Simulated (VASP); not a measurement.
Input of a VASP 6.6.1 run:

INCAR

```
PREC = Accurate ; ENCUT = 520
EDIFF = 1E-6 ; ISMEAR = 1
SIGMA = 0.1 ; LREAL = False
LASPH = True ; NELM = 60
ALGO = Normal ; ISIF = 2
LWAVE = False ; LCHARG = False
GGA = CA ; NBANDS = 26
```

File KPOINTS:

```
regular mesh
0
Gamma
  3 3 3
```

Contents of POSCAR:

```
CsK3
1.0
    0.0000000000      5.5468624300      5.5468624300
    5.5468624300      0.0000000000      5.5468624300
    5.5468624300      5.5468624300      0.0000000000
K Cs
3 1
Direct
    0.2500000000      0.2500000000      0.2500000000
    0.7500000000      0.7500000000      0.7500000000
    0.5000000000      0.5000000000      0.5000000000
    0.0000000000      0.0000000000      0.0000000000
```

Potentials or basis: VASP PAW LDA potentials, release 64 (K_sv, Cs_sv).

Run with:

```bash
$ cat potpaw_LDA.64/K_sv/POTCAR potpaw_LDA.64/Cs_sv/POTCAR > POTCAR
$ mpirun -np 1 vasp_std > vasp.out
```

(1) What does it give for the band gap on the k mesh?

(2) What does it give for the pressure?

Results:

(1) zero (band 18 reaches 0.87 eV, above the bottom of band 19 at -0.50 eV).

(2) -0.5 GPa.

Caveat: spin-orbit coupling is left out, which moves the levels of the heavy elements.
